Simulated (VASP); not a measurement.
# SnSe in VASP: a series of runs

SnSe is run at these levels: PBE; tasks: single point.

All numbers are computed with VASP 6.6.1; they aren't measurements. Logs are shortened: lines on timing, memory, paths and dates and some standing lists are left out, and cuts for length are marked.

## Step 1: The cell of the first run

Symmetry: R-3m, No. 166, trigonal system. Conventional cell: a = 4.214 Å, b = 4.214 Å, c = 10.635 Å, α = 90.00°, β = 90.00°, γ = 120.00°. Within 4.0 Å of Sn (site symmetry -3m) lie 6 Se at 3.01 Å. Within 4.0 Å of Se (site symmetry -3m) lie 6 Sn at 3.01 Å.

## Step 2: Single point, PBE (equal xy, yz and zx shear strains of +2 %)

File INCAR:

```
ALGO     = Normal         # electronic algorithm
EDIFF    = 1E-6           # SCF threshold, eV
ENCUT    = 520            # plane-wave cutoff, eV
GGA      = PE             # functional
ISIF     = 2              # what is computed and relaxed
ISMEAR   = -1             # smearing method
LASPH    = True           # aspherical terms in the spheres
LCHARG   = True           # write CHGCAR
LELF     = True           # ELF
LREAL    = False          # projectors in reciprocal space
LVHAR    = True         
LWAVE    = False          # write WAVECAR
NBANDS   = 17             # bands
NELM     = 60             # most SCF steps
PREC     = Accurate       # precision mode
SIGMA    = 0.01           # smearing width, eV
```

File KPOINTS:

```
k-points
0
Gamma
  7 7 7
```

File POSCAR:

```
SnSe
1.0
    0.0602000000      3.0401000000      3.0401000000
    3.0401000000      0.0602000000      3.0401000000
    3.0401000000      3.0401000000      0.0602000000
Sn Se
1 1
Direct
    0.0000000000      0.0000000000      0.0000000000
    0.5000000000      0.5000000000      0.5000000000
```

Potentials or basis: VASP PAW PBE potentials, release 64 (Sn_d, Se).

Launch:

```sh
$ cat potpaw_PBE.64/Sn_d/POTCAR potpaw_PBE.64/Se/POTCAR > POTCAR
$ mpirun -np 1 vasp_std > vasp.out
```

OUTCAR:

```text
EDIFF = 1E-6
   ENCUT = 520
   GGA = PE
   ISIF = 2
   ISMEAR = -1
   LASPH = True
   LREAL = False
   NELM = 60
   PREC = Accurate

 ion  position               nearest neighbor table
   1  0.000  0.000  0.000-   2 3.01   2 3.01   2 3.01   2 3.01   2 3.01   2 3.01
   2  0.500  0.500  0.500-   1 3.01   1 3.01   1 3.01   1 3.01   1 3.01   1 3.01

  LATTYP: Found a trigonal (rhomboedric) cell.
 ALAT       =     4.2997720940
 COS(alpha) =     0.5197000882

  Lattice vectors:

 A1 = (   0.0602000000,   3.0401000000,   3.0401000000)
 A2 = (   3.0401000000,   0.0602000000,   3.0401000000)
 A3 = (   3.0401000000,   3.0401000000,   0.0602000000)

Analysis of symmetry for initial positions (statically):
=====================================================================
 Subroutine PRICEL returns:
 Original cell was already a primitive cell.

 Routine SETGRP: Setting up the symmetry group for a
 trigonal (rhombohedral) supercell.

 Subroutine GETGRP returns: Found 12 space group operations
 (whereof 12 operations were pure point group operations)
 out of a pool of 12 trial point group operations.

The static configuration has the point symmetry D_3d.

Analysis of symmetry for dynamics (positions and initial velocities):
=====================================================================
 Subroutine PRICEL returns:
 Original cell was already a primitive cell.

 Routine SETGRP: Setting up the symmetry group for a
 trigonal (rhombohedral) supercell.

 Subroutine GETGRP returns: Found 12 space group operations
 (whereof 12 operations were pure point group operations)
 out of a pool of 12 trial point group operations.

The dynamic configuration has the point symmetry D_3d.

 Subroutine INISYM returns: Found 12 space group operations
 (whereof 12 operations are pure point group operations),
 and found     1 'primitive' translations

----------------------------------------------------------------------------------------

                                     Primitive cell

  volume of cell :      54.5255

  direct lattice vectors                    reciprocal lattice vectors
     0.060200000  3.040100000  3.040100000    -0.169435874  0.166145857  0.166145857
     3.040100000  0.060200000  3.040100000     0.166145857 -0.169435874  0.166145857
     3.040100000  3.040100000  0.060200000     0.166145857  0.166145857 -0.169435874

  length of vectors
     4.299772094  4.299772094  4.299772094     0.289685013  0.289685013  0.289685013

  position of ions in fractional coordinates (direct lattice)
     0.000000000  0.000000000  0.000000000
     0.500000000  0.500000000  0.500000000

  ion indices of the primitive-cell ions
   primitive index   ion index
                 1           1
                 2           2

----------------------------------------------------------------------------------------

 KPOINTS: k-points

Automatic generation of k-mesh.
 Grid dimensions read from file:
 generate k-points for:    7    7    7

 Generating k-lattice:

  Cartesian coordinates                     Fractional coordinates (reciprocal lattice)
    -0.024205125  0.023735122  0.023735122     0.142857143  0.000000000 -0.000000000
     0.023735122 -0.024205125  0.023735122     0.000000000  0.142857143 -0.000000000
     0.023735122  0.023735122 -0.024205125     0.000000000  0.000000000  0.142857143

  Length of vectors
     0.041383573  0.041383573  0.041383573

  Shift w.r.t. Gamma in fractional coordinates (k-lattice)
     0.000000000  0.000000000  0.000000000

 Subroutine IBZKPT returns following result:
 ===========================================

 Found     44 irreducible k-points:

 Following reciprocal coordinates:
            Coordinates               Weight
  0.000000  0.000000  0.000000      1.000000
  0.142857  0.000000 -0.000000      6.000000
  0.285714  0.000000  0.000000      6.000000
  0.428571  0.000000  0.000000      6.000000
  0.142857  0.142857 -0.000000      6.000000
  0.285714  0.142857 -0.000000     12.000000
[... 16 lines left out ...]
  0.285714  0.285714  0.142857      6.000000
  0.428571  0.285714  0.142857     12.000000
 [... further k-points ...]
   k-points           NKPTS =     44   k-points in BZ     NKDIM =     44   number of bands    NBANDS=     17
   number of dos      NEDOS =    301   number of ions     NIONS =      2
   total plane-waves  NPLWV =  32768
   dimension x,y,z NGX =    32 NGY =   32 NGZ =   32
   dimension x,y,z NGXF=    64 NGYF=   64 NGZF=   64
   ions per type =               1   1
   NGX,Y,Z   is equivalent  to a cutoff of  12.37, 12.37, 12.37 a.u.
   NGXF,Y,Z  is equivalent  to a cutoff of  24.74, 24.74, 24.74 a.u.
 SYSTEM =  unknown system
   PREC   = accura    normal or accurate (medium, high low for compatibility)
   ISTART =      0    job   : 0-new  1-cont  2-samecut
   ICHARG =      2    charge: 1-file 2-atom 10-const
   ISPIN  =      1    spin polarized calculation?
   LNONCOLLINEAR =      F non collinear calculations
   LSORBIT =      F    spin-orbit coupling
   LASPH  =      T    aspherical Exc in radial PAW
   ENCUT  =  520.0 eV  38.22 Ry    6.18 a.u.   7.99  7.99  7.99*2*pi/ulx,y,z
   NELM   =     60;   NELMIN=  2; NELMDL= -5     # of ELM steps
   EDIFF  = 0.1E-05   stopping-criterion for ELM
   LREAL  =      F    real-space projection
   EDIFFG = 0.1E-04   stopping-criterion for IOM
   NSW    =      0    number of steps for IOM
   IBRION =     -1    ionic relax: 0-MD 1-quasi-New 2-CG
   NFREE  =      0    steps in history (QN), initial steepest desc. (CG)
   ISIF   =      2    stress and relaxation
   ISYM   =      2    0-nonsym 1-usesym 2-fastsym
   POTIM  = 0.5000    time-step for ionic-motion
   TEBEG  =    0.0;   TEEND  =   0.0 temperature during run
   PSTRESS=    0.0 pullay stress
   NELECT =      20.0000    total number of electrons
   NUPDOWN=      -1.0000    fix difference up-down
   EMIN   =  10.00;   EMAX   =-10.00  energy-range for DOS
   EFERMI =   0.00;   METHOD = LEGACY
   ISMEAR =    -1;   SIGMA  =   0.01  broadening in eV -4-tet -1-fermi 0-gaus
   EFERMI_NEDOS =   21; number of points for ismear=-14 and -15
   IALGO  =     38    algorithm
   IMIX   =      4    mixing-type and parameters
     AMIX     =   0.40;   BMIX     =  1.00
     AMIX_MAG =   1.60;   BMIX_MAG =  1.00
  volume/ion in A,a.u.               =      27.26       183.98
  Fermi-wavevector in a.u.,A,eV,Ry     =   1.171885  2.214541 18.685062  1.373313
  Thomas-Fermi vector in A             =   2.308322
   LORBIT       =      0    0 simple, 1 ext, 2 COOP (PROOUT), +10 PAW based schemes
   GGA     = PE    functional components
   LHFCALC =     F    Hartree Fock is set to
   AEXX    =    0.0000 exact exchange contribution
   IVDW    =     0    specifies the selected vdW correction
   LEPSILON=     F    determine dielectric tensor
   LRPA    =     F    only Hartree local field effects (RPA)
 non-spin polarized calculation
  energy-cutoff  :      520.00
  volume of cell :       54.53
 maximum number of plane-waves:      1479
   NGX = 15   NGY = 15   NGZ = 15

 number of electron      20.0000006 magnetization

 Free energy of the ion-electron system (eV)
  ---------------------------------------------------
  ext. energy  EPLUGINS =         0.00000000
  ---------------------------------------------------
  free energy    TOTEN  =        -8.21561656 eV

  energy without entropy =       -8.21561656  energy(sigma->0) =       -8.21561656

 E-fermi :   5.8077     XC(G=0):  -9.6013

 val. band max:        5.5804355933   @ k =   0.4286   0.2857   0.2857
 cond. band min:       6.1769726734   @ k =  -0.2857   0.1429  -0.0000
 fundamental gap:      0.5965370801
 Fermi energy:         5.8077265318

 k-point     1 :       0.0000    0.0000    0.0000
  band No.  band energies     occupation
      1     -16.0205      2.00000
      2     -16.0205      2.00000
      3     -16.0173      2.00000
      4     -16.0147      2.00000
      5     -16.0147      2.00000
      6      -8.2742      2.00000
[... 9 lines left out ...]
     16      11.5932      0.00000
     17      13.7538      0.00000

 k-point     2 :       0.1429    0.0000   -0.0000
  band No.  band energies     occupation
      1     -16.0209      2.00000
      2     -16.0177      2.00000
      3     -16.0165      2.00000
      4     -16.0161      2.00000
      5     -16.0139      2.00000
      6      -8.1306      2.00000
[... 9 lines left out ...]
     16      12.0856      0.00000
     17      15.0473      0.00000

 k-point     3 :       0.2857    0.0000    0.0000
  band No.  band energies     occupation
      1     -16.0233      2.00000
      2     -16.0194      2.00000
      3     -16.0165      2.00000
      4     -16.0115      2.00000
      5     -16.0088      2.00000
      6      -7.7600      2.00000
[... 9 lines left out ...]
     16      13.3601      0.00000
     17      17.5057      0.00000

 k-point     4 :       0.4286    0.0000    0.0000
  band No.  band energies     occupation
      1     -16.0260      2.00000
      2     -16.0220      2.00000
      3     -16.0162      2.00000
      4     -16.0066      2.00000
      5     -16.0044      2.00000
      6      -7.3904      2.00000
[... 9 lines left out ...]
     16      15.2743      0.00000
     17      16.3056      0.00000
[... 343 lines left out ...]
      1     -16.0256      2.00000
      2     -16.0188      2.00000
      3     -16.0151      2.00000
      4     -16.0109      2.00000
      5     -16.0103      2.00000
      6      -7.7852      2.00000
[... 9 lines left out ...]
     16      14.1068      0.00000
     17      15.6860      0.00000

 k-point    23 :       0.2857    0.2857    0.1429
  band No.  band energies     occupation
      1     -16.0255      2.00000
      2     -16.0189      2.00000
      3     -16.0179      2.00000
      4     -16.0109      2.00000
      5     -16.0084      2.00000
      6      -7.8049      2.00000
[... 9 lines left out ...]
     16      14.0048      0.00000
     17      15.5026      0.00000

 k-point    24 :       0.4286    0.2857    0.1429
  band No.  band energies     occupation
      1     -16.0288      2.00000
      2     -16.0182      2.00000
      3     -16.0177      2.00000
      4     -16.0080      2.00000
      5     -16.0064      2.00000
      6      -7.5000      2.00000
[... 9 lines left out ...]
     16      15.4249      0.00000
     17      15.7761      0.00000

 [... further k-points ...]

------------------------ aborting loop because EDIFF is reached ----------------------------------------

  FORCE on cell =-STRESS in cart. coord.  units (eV):
  Direction    XX          YY          ZZ          XY          YZ          ZX
  --------------------------------------------------------------------------------------
  -------------------------------------------------------------------------------------
  Total        0.3238253      0.3238253      0.3238253     -0.1276163     -0.1276163     -0.1276163
  in kB        9.5152749      9.5152749      9.5152749     -3.7498736     -3.7498736     -3.7498736
  external PRESSURE =       9.5152749 kB  Pullay stress =       0.0000000 kB

 VOLUME and BASIS-vectors are now :
 -----------------------------------------------------------------------------
  energy-cutoff  :      520.00
  volume of cell :       54.53
      direct lattice vectors                 reciprocal lattice vectors
     0.060200000  3.040100000  3.040100000    -0.169435874  0.166145857  0.166145857
     3.040100000  0.060200000  3.040100000     0.166145857 -0.169435874  0.166145857
     3.040100000  3.040100000  0.060200000     0.166145857  0.166145857 -0.169435874

 POSITION                                       TOTAL-FORCE (eV/Angst)
 -----------------------------------------------------------------------------------
      0.00000      0.00000      0.00000        -0.000000     -0.000000     -0.000000
      3.07020      3.07020      3.07020         0.000000      0.000000      0.000000
 -----------------------------------------------------------------------------------
    total drift:                                0.000000     -0.000000     -0.000000

  FREE ENERGIE OF THE ION-ELECTRON SYSTEM (eV)
  ---------------------------------------------------
  free  energy   TOTEN  =        -8.2156165581 eV

  energy  without entropy=       -8.2156165581  energy(sigma->0) =       -8.21561656
```

Wall time 13 s (1 thread of Intel Xeon 6975P-C (Granite Rapids), shared host); peak memory 0.19 GiB.

What came out:

```
Free energy            : -8.2156 eV
Pressure               : 1.0 GPa
Band gap on the k mesh : 0.60 eV, indirect (least direct gap 0.76 eV)
```

Stress tensor (GPa, compression positive):
```
 0.95 -0.37 -0.37
-0.37  0.95 -0.37
-0.37 -0.37  0.95
```

Caveat: the cell differs from its parent crystal (equal xy, yz and zx shear strains of +2 %); spin-orbit coupling is left out, which moves the levels of the heavy elements.

## Step 3: Single point, PBE (volume scaled by 0.975)

File INCAR:

```
PREC = Accurate
ENCUT = 520
EDIFF = 1E-7
ISMEAR = -1
SIGMA = 0.01
LREAL = F
LASPH = T
NELM = 60
ALGO = Normal
ISIF = 2
LWAVE = F
LCHARG = F
GGA = PE
NBANDS = 17
```

File KPOINTS:

```
regular mesh
0
Gamma
  7 7 7
```

File POSCAR:

```
SnSe
1.0
    0.0000000000      2.9847046864      2.9847046864
    2.9847046864      0.0000000000      2.9847046864
    2.9847046864      2.9847046864      0.0000000000
Sn Se
1 1
Direct
    0.0000000000      0.0000000000      0.0000000000
    0.5000000000      0.5000000000      0.5000000000
```

Potentials or basis: VASP PAW PBE potentials, release 64 (Sn_d, Se).

Launch:

```sh
$ cat potpaw_PBE.64/Sn_d/POTCAR potpaw_PBE.64/Se/POTCAR > POTCAR
$ mpirun -np 1 vasp_std > vasp.out
```

Wall time 15 s (1 thread of Intel Xeon 6975P-C, shared host); peak memory 0.18 GiB.

Results (log left out):

- Free energy: -8.2051 eV
- Pressure: 2.4 GPa

Levels at points of the mesh, in eV from the Fermi level:
```csv
k point,band 8,band 9,band 10,band 11,band 12,band 13
"(0.00, 0.00, 0.00)",-2.43,-2.43,-2.43,4.24,4.24,4.24
```

Caveat: this odd mesh misses L, where the gap lies, so gap, dielectric constants and Born charges aren't listed; spin-orbit coupling is left out, which moves the levels of the heavy elements.

[end of part 1 of 2]
